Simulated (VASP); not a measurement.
# Ge (Fd-3m) in VASP: a series of runs, part 2 of 2

VASP 6.6.1. Earlier steps stand in the parts before.

## Step 4: Single point, LDA

This run uses another cell than the first one, of 22.64 Å³/atom, 1.087 times its volume.

INCAR reads:

```
SYSTEM = Ge
ALGO = Normal
EDIFF = 1E-6
ENCUT = 520
GGA = CA
ISIF = 2
ISMEAR = -1
LASPH = .True.
LCHARG = .False.
LREAL = .False.
LWAVE = .False.
NBANDS = 21
NELM = 60
PREC = Accurate
SIGMA = 0.05
```

KPOINTS reads:

```
k-points
0
Gamma
  6 6 6
  0 0 0
```

POSCAR reads:

```
Ge
1.0
    0.0000000000      2.8289100000      2.8289100000
    2.8289100000      0.0000000000      2.8289100000
    2.8289100000      2.8289100000      0.0000000000
Ge
2
Direct
    0.0000000000      0.0000000000      0.0000000000
    0.2500000000      0.2500000000      0.2500000000
```

Potentials or basis: VASP PAW LDA potentials, release 64 (Ge_d).

Launch:

```
$ cat potpaw_LDA.64/Ge_d/POTCAR > POTCAR
$ mpirun -np 1 vasp_std > vasp.out
```

OUTCAR:

```text
SYSTEM = Ge
   EDIFF = 1E-6
   ENCUT = 520
   GGA = CA
   ISIF = 2
   ISMEAR = -1
   LASPH = .True.
   LREAL = .False.
   NELM = 60
   PREC = Accurate

 ion  position               nearest neighbor table
   1  0.000  0.000  0.000-   2 2.45   2 2.45   2 2.45   2 2.45
   2  0.250  0.250  0.250-   1 2.45   1 2.45   1 2.45   1 2.45

  LATTYP: Found a face centered cubic cell.
 ALAT       =     5.6578200000

  Lattice vectors:

 A1 = (   0.0000000000,   2.8289100000,   2.8289100000)
 A2 = (   2.8289100000,   0.0000000000,   2.8289100000)
 A3 = (   2.8289100000,   2.8289100000,   0.0000000000)

Analysis of symmetry for initial positions (statically):
=====================================================================
 Subroutine PRICEL returns:
 Original cell was already a primitive cell.

 Routine SETGRP: Setting up the symmetry group for a
 face centered cubic supercell.

 Subroutine GETGRP returns: Found 48 space group operations
 (whereof 24 operations were pure point group operations)
 out of a pool of 48 trial point group operations.

The static configuration has the point symmetry T_d .
 The point group associated with its full space group is O_h .

Analysis of symmetry for dynamics (positions and initial velocities):
=====================================================================
 Subroutine PRICEL returns:
 Original cell was already a primitive cell.

 Routine SETGRP: Setting up the symmetry group for a
 face centered cubic supercell.

 Subroutine GETGRP returns: Found 48 space group operations
 (whereof 24 operations were pure point group operations)
 out of a pool of 48 trial point group operations.

The dynamic configuration has the point symmetry T_d .
 The point group associated with its full space group is O_h .

 Subroutine INISYM returns: Found 48 space group operations
 (whereof 24 operations are pure point group operations),
 and found     1 'primitive' translations

----------------------------------------------------------------------------------------

                                     Primitive cell

  volume of cell :      45.2780

  direct lattice vectors                    reciprocal lattice vectors
     0.000000000  2.828910000  2.828910000    -0.176746521  0.176746521  0.176746521
     2.828910000  0.000000000  2.828910000     0.176746521 -0.176746521  0.176746521
     2.828910000  2.828910000  0.000000000     0.176746521  0.176746521 -0.176746521

  length of vectors
     4.000682889  4.000682889  4.000682889     0.306133954  0.306133954  0.306133954

  position of ions in fractional coordinates (direct lattice)
     0.000000000  0.000000000  0.000000000
     0.250000000  0.250000000  0.250000000

  ion indices of the primitive-cell ions
   primitive index   ion index
                 1           1
                 2           2

----------------------------------------------------------------------------------------

 KPOINTS: k-points

Automatic generation of k-mesh.
 Grid dimensions read from file:
 generate k-points for:    6    6    6

 Generating k-lattice:

  Cartesian coordinates                     Fractional coordinates (reciprocal lattice)
    -0.029457753  0.029457753  0.029457753     0.166666667  0.000000000  0.000000000
     0.029457753 -0.029457753  0.029457753     0.000000000  0.166666667  0.000000000
     0.029457753  0.029457753 -0.029457753     0.000000000  0.000000000  0.166666667

  Length of vectors
     0.051022326  0.051022326  0.051022326

  Shift w.r.t. Gamma in fractional coordinates (k-lattice)
     0.000000000  0.000000000  0.000000000

 Subroutine IBZKPT returns following result:
 ===========================================

 Found     16 irreducible k-points:

 Following reciprocal coordinates:
            Coordinates               Weight
  0.000000  0.000000  0.000000      1.000000
  0.166667  0.000000  0.000000      8.000000
  0.333333  0.000000  0.000000      8.000000
  0.500000  0.000000  0.000000      4.000000
  0.166667  0.166667  0.000000      6.000000
  0.333333  0.166667  0.000000     24.000000
[... 8 lines left out ...]
 -0.333333  0.333333  0.166667     24.000000
 -0.333333  0.500000  0.166667     12.000000
   k-points           NKPTS =     16   k-points in BZ     NKDIM =     16   number of bands    NBANDS=     21
   number of dos      NEDOS =    301   number of ions     NIONS =      2
   total plane-waves  NPLWV =  27000
   dimension x,y,z NGX =    30 NGY =   30 NGZ =   30
   dimension x,y,z NGXF=    60 NGYF=   60 NGZF=   60
   ions per type =               2
   NGX,Y,Z   is equivalent  to a cutoff of  12.47, 12.47, 12.47 a.u.
   NGXF,Y,Z  is equivalent  to a cutoff of  24.93, 24.93, 24.93 a.u.
 SYSTEM =  Ge
   PREC   = accura    normal or accurate (medium, high low for compatibility)
   ISTART =      0    job   : 0-new  1-cont  2-samecut
   ICHARG =      2    charge: 1-file 2-atom 10-const
   ISPIN  =      1    spin polarized calculation?
   LNONCOLLINEAR =      F non collinear calculations
   LSORBIT =      F    spin-orbit coupling
   LASPH  =      T    aspherical Exc in radial PAW
   ENCUT  =  520.0 eV  38.22 Ry    6.18 a.u.   7.44  7.44  7.44*2*pi/ulx,y,z
   NELM   =     60;   NELMIN=  2; NELMDL= -5     # of ELM steps
   EDIFF  = 0.1E-05   stopping-criterion for ELM
   LREAL  =      F    real-space projection
   EDIFFG = 0.1E-04   stopping-criterion for IOM
   NSW    =      0    number of steps for IOM
   IBRION =     -1    ionic relax: 0-MD 1-quasi-New 2-CG
   NFREE  =      0    steps in history (QN), initial steepest desc. (CG)
   ISIF   =      2    stress and relaxation
   ISYM   =      2    0-nonsym 1-usesym 2-fastsym
   POTIM  = 0.5000    time-step for ionic-motion
   TEBEG  =    0.0;   TEEND  =   0.0 temperature during run
   PSTRESS=    0.0 pullay stress
   NELECT =      28.0000    total number of electrons
   NUPDOWN=      -1.0000    fix difference up-down
   EMIN   =  10.00;   EMAX   =-10.00  energy-range for DOS
   EFERMI =   0.00;   METHOD = LEGACY
   ISMEAR =    -1;   SIGMA  =   0.05  broadening in eV -4-tet -1-fermi 0-gaus
   EFERMI_NEDOS =   21; number of points for ismear=-14 and -15
   IALGO  =     38    algorithm
   IMIX   =      4    mixing-type and parameters
     AMIX     =   0.40;   BMIX     =  1.00
     AMIX_MAG =   1.60;   BMIX_MAG =  1.00
  volume/ion in A,a.u.               =      22.64       152.78
  Fermi-wavevector in a.u.,A,eV,Ry     =   1.394756  2.635708 26.468033  1.945346
  Thomas-Fermi vector in A             =   2.518275
   LORBIT       =      0    0 simple, 1 ext, 2 COOP (PROOUT), +10 PAW based schemes
   GGA     = CA    functional components
   LHFCALC =     F    Hartree Fock is set to
   AEXX    =    0.0000 exact exchange contribution
   IVDW    =     0    specifies the selected vdW correction
   LEPSILON=     F    determine dielectric tensor
   LRPA    =     F    only Hartree local field effects (RPA)
 non-spin polarized calculation
  energy-cutoff  :      520.00
  volume of cell :       45.28
 maximum number of plane-waves:      1243
 NGX is ok and might be reduce to    30
   NGX = 15   NGY = 15   NGZ = 15

 number of electron      28.0000022 magnetization

 Free energy of the ion-electron system (eV)
  ---------------------------------------------------
  ext. energy  EPLUGINS =         0.00000000
  ---------------------------------------------------
  free energy    TOTEN  =       -10.34288460 eV

  energy without entropy =      -10.34087331  energy(sigma->0) =      -10.34187895

 E-fermi :   4.7207     XC(G=0): -10.2845

 val. band max:        4.5897817680   @ k =   0.0000   0.0000   0.0000
 cond. band min:       4.7327469963   @ k =   0.0000   0.0000   0.0000
 fundamental gap:      0.1429652283
 Fermi energy:         4.7206642489

 k-point     1 :       0.0000    0.0000    0.0000
  band No.  band energies     occupation
      1     -20.2032      2.00000
      2     -20.2032      2.00000
      3     -20.2032      2.00000
      4     -20.1667      2.00000
      5     -20.1667      2.00000
      6     -19.9560      2.00000
[... 13 lines left out ...]
     20      14.2768      0.00000
     21      14.2768      0.00000
[... 337 lines left out ...]
 k-point    16 :      -0.3333    0.5000    0.1667
  band No.  band energies     occupation
      1     -20.2480      2.00000
      2     -20.2480      2.00000
      3     -20.1216      2.00000
      4     -20.1216      2.00000
      5     -20.0557      2.00000
      6     -20.0557      2.00000
[... 13 lines left out ...]
     20      15.6778      0.00000
     21      17.6249      0.00000

------------------------ aborting loop because EDIFF is reached ----------------------------------------

  FORCE on cell =-STRESS in cart. coord.  units (eV):
  Direction    XX          YY          ZZ          XY          YZ          ZX
  --------------------------------------------------------------------------------------
  -------------------------------------------------------------------------------------
  Total       -0.2780296     -0.2780296     -0.2780296      0.0000000      0.0000000     -0.0000000
  in kB       -9.8381693     -9.8381693     -9.8381693      0.0000000      0.0000000     -0.0000000
  external PRESSURE =      -9.8381693 kB  Pullay stress =       0.0000000 kB

 VOLUME and BASIS-vectors are now :
 -----------------------------------------------------------------------------
  energy-cutoff  :      520.00
  volume of cell :       45.28
      direct lattice vectors                 reciprocal lattice vectors
     0.000000000  2.828910000  2.828910000    -0.176746521  0.176746521  0.176746521
     2.828910000  0.000000000  2.828910000     0.176746521 -0.176746521  0.176746521
     2.828910000  2.828910000  0.000000000     0.176746521  0.176746521 -0.176746521

 POSITION                                       TOTAL-FORCE (eV/Angst)
 -----------------------------------------------------------------------------------
      0.00000      0.00000      0.00000         0.000000      0.000000      0.000000
      1.41446      1.41446      1.41446        -0.000000     -0.000000     -0.000000
 -----------------------------------------------------------------------------------
    total drift:                                0.000000     -0.000000      0.000000

  FREE ENERGIE OF THE ION-ELECTRON SYSTEM (eV)
  ---------------------------------------------------
  free  energy   TOTEN  =       -10.3428846036 eV

  energy  without entropy=      -10.3408733059  energy(sigma->0) =      -10.34187895
```

OSZICAR:

```text
N       E                     dE             d eps       ncg     rms          rms(c)
DAV:   1     0.188752233999E+03    0.18875E+03   -0.14752E+04   749   0.356E+03
DAV:   2     0.176017848277E+02   -0.17115E+03   -0.16519E+03   677   0.620E+02
DAV:   3    -0.959748230208E+01   -0.27199E+02   -0.27037E+02   767   0.145E+02
DAV:   4    -0.105071327496E+02   -0.90965E+00   -0.90898E+00   747   0.308E+01
DAV:   5    -0.105223314226E+02   -0.15199E-01   -0.15198E-01   757   0.433E+00    0.330E+00
DAV:   6    -0.104025421848E+02    0.11979E+00   -0.36279E-02   737   0.160E+00    0.189E+00
DAV:   7    -0.103421373437E+02    0.60405E-01   -0.74215E-02   715   0.202E+00    0.141E-01
DAV:   8    -0.103428609782E+02   -0.72363E-03   -0.58016E-03   757   0.875E-01    0.475E-02
DAV:   9    -0.103428883585E+02   -0.27380E-04   -0.10982E-04   848   0.132E-01    0.150E-02
DAV:  10    -0.103428848846E+02    0.34739E-05   -0.10589E-05   934   0.388E-02    0.425E-03
DAV:  11    -0.103428846036E+02    0.28103E-06   -0.96978E-07   543   0.924E-03
   1 F= -.10342885E+02 E0= -.10341879E+02  d E =-.201130E-02
```

stdout:

```text
POSCAR found type information on POSCAR Ge
 POSCAR found :  1 types and       2 ions
 scaLAPACK will be used
 LDA part: xc-table for (Slater(with rela. corr.)+CA(PZ))
 , standard interpolation
 POSCAR, INCAR and KPOINTS ok, starting setup
 FFT: planning ... GRIDC
 FFT: planning ... GRID_SOFT
 FFT: planning ... GRID
 WAVECAR not read
 entering main loop
```

It took 21 s on 1 thread of Intel Xeon 8259CL, shared host; peak memory 0.14 GiB.

What came out:

```
Free energy            : -10.3429 eV
Pressure               : -1.0 GPa
Band gap on the k mesh : zero (filled and empty bands touch)
```

Levels at points of the mesh, in eV from the Fermi level:
```csv
k point,band 10,band 11,band 12,band 13,band 14,band 15,band 16,band 17,band 18,band 19
"(0.00, 0.00, 0.00)",-24.66,-12.79,-0.13,0.01,0.01,0.01,2.54,2.54,2.54,6.21
"(0.50, 0.00, 0.00)",-24.64,-10.71,-7.63,-1.39,-1.39,0.07,3.73,3.73,6.97,10.40
"(0.50, 0.50, 0.00)",-24.62,-8.91,-8.91,-3.06,-3.06,0.67,0.67,9.42,9.42,11.44
```

## Step 5: Single point, LDA

This run uses another cell than the first one, of 23.54 Å³/atom, 1.130 times its volume.

INCAR reads:

```
  ALGO = Normal
  EDIFF = 1E-6
  ENCUT = 520
  ISIF = 2
  ISMEAR = -1
  LASPH = True
  LCHARG = True
  LELF = True
  LREAL = False
  LVHAR = True
  LWAVE = False
  NBANDS = 21
  NELM = 100
  PREC = Accurate
  SIGMA = 0.05
```

KPOINTS reads:

```
k-points
0
Gamma
  6 6 6
```

POSCAR reads:

```
Ge
1.0
    0.0000000000      2.8661367691      2.8661367691
    2.8661367691      0.0000000000      2.8661367691
    2.8661367691      2.8661367691      0.0000000000
Ge
2
Direct
    0.0000000000      0.0000000000      0.0000000000
    0.2500000000      0.2500000000      0.2500000000
```

Launch:

```
$ cat potpaw_LDA.64/Ge_d/POTCAR > POTCAR
$ mpirun -np 1 vasp_std > vasp.out
```

Wall time 25 s (1 thread of Intel Xeon 8259CL, shared host); peak memory 0.15 GiB.

The run converged. Its results:

```
Free energy            : -10.3177 eV
Pressure               : -3.4 GPa
Band gap on the k mesh : zero (band 14 reaches 4.36 eV, above the bottom of band 15 at 4.30 eV)
```

Levels at points of the mesh, in eV from the Fermi level:
```
           k point  band 10  band 11  band 12  band 13  band 14  band 15  band 16  band 17  band 18  band 19
(0.00, 0.00, 0.00)   -24.57   -12.43    -0.41     0.08     0.08     0.08     2.59     2.59     2.59     6.18
(0.50, 0.00, 0.00)   -24.54   -10.44    -7.38    -1.26    -1.26     0.03     3.77     3.77     7.02    10.22
(0.50, 0.50, 0.00)   -24.53    -8.70    -8.70    -2.86    -2.86     0.79     0.79     9.17     9.17    11.13
```

## Step 6: Single point, LDA

This run uses another cell than the first one, of 24.45 Å³/atom, 1.174 times its volume.

INCAR reads:

```
ALGO = Normal
EDIFF = 1E-7
ENCUT = 520
GGA = CA
ISIF = 2
ISMEAR = -1
LASPH = T
LCHARG = F
LREAL = F
LWAVE = F
NBANDS = 21
NELM = 100
PREC = Accurate
SIGMA = 0.05
```

KPOINTS is that of step 5.

POSCAR reads:

```
Ge
1.0
    0.0000000000      2.9024208332      2.9024208332
    2.9024208332      0.0000000000      2.9024208332
    2.9024208332      2.9024208332      0.0000000000
Ge
2
Direct
    0.0000000000      0.0000000000      0.0000000000
    0.2500000000      0.2500000000      0.2500000000
```

Potentials or basis: VASP PAW LDA potentials, release 64 (Ge_d).

Launch:

```
$ cat potpaw_LDA.64/Ge_d/POTCAR > POTCAR
$ mpirun -np 1 vasp_std > vasp.out
```

Run time: 19 s. Hardware: 1 thread of Intel Xeon 8259CL, shared host; peak memory 0.15 GiB.

The run converged. Its results:

* Free energy: -10.2688 eV
* Pressure: -5.3 GPa
* Band gap on the k mesh: zero (band 14 reaches 4.01 eV, above the bottom of band 15 at 3.85 eV)

Levels at points of the mesh, in eV from the Fermi level:
```
           k point  band 10  band 11  band 12  band 13  band 14  band 15  band 16  band 17  band 18  band 19
(0.00, 0.00, 0.00)   -24.47   -12.08    -0.65     0.17     0.17     0.17     2.65     2.65     2.65     6.17
(0.50, 0.00, 0.00)   -24.44   -10.17    -7.15    -1.12    -1.12     0.01     3.83     3.83     7.07    10.07
(0.50, 0.50, 0.00)   -24.43    -8.49    -8.49    -2.65    -2.65     0.91     0.91     8.95     8.95    10.86
```

## Step 7: Overview

```csv
cell,gap on the mesh (eV),pressure (GPa)
"a = 3.891 Å, angles 60.0°, 2 atoms",0.33,5.6
"a = 3.947 Å, angles 60.0°, 2 atoms",0.19,1.8
"a = 4.001 Å, angles 60.0°, 2 atoms",none,-1.0
"a = 4.053 Å, angles 60.0°, 2 atoms",none,-3.4
"a = 4.105 Å, angles 60.0°, 2 atoms",none,-5.3
```

Alike in all rows: task single point; level LDA; potentials or basis VASP PAW LDA potentials, release 64 (Ge_d); no spin polarisation; k mesh 6 × 6 × 6; cutoff (eV) 520; smearing fermi-dirac 0.05 eV.

Total energies depend on the potentials used, so only differences within one code and one set of settings carry meaning.

## Step 8: How close it comes

Step 3. Measured gap of Ge: 0.744 eV (indirect; 0 K; “Temperature-dependent photoluminescence in Ge: experiment and theory”, 2020, arxiv:2003.00143). This calculation gives 0.19 eV (-0.55 eV). 3 values of this kind are on record (0.666 to 0.807 eV); this one was drawn at random among those near their median. Spin-orbit coupling on Ge is left out. The value is that of LDA on a finite k mesh, which can miss the band edges, without temperature or zero-point motion. Semilocal functionals fall short of measured gaps as a rule.

Step 4. Measured gap of Ge: 0.744 eV (indirect; 0 K; “Temperature-dependent photoluminescence in Ge: experiment and theory”, 2020, arxiv:2003.00143). This calculation gives 0.00 eV (-0.74 eV). 3 values of this kind are on record (0.666 to 0.807 eV); this one was drawn at random among those near their median. Spin-orbit coupling on Ge is left out. The value is that of LDA on a finite k mesh, which can miss the band edges, without temperature or zero-point motion. Semilocal functionals fall short of measured gaps as a rule.
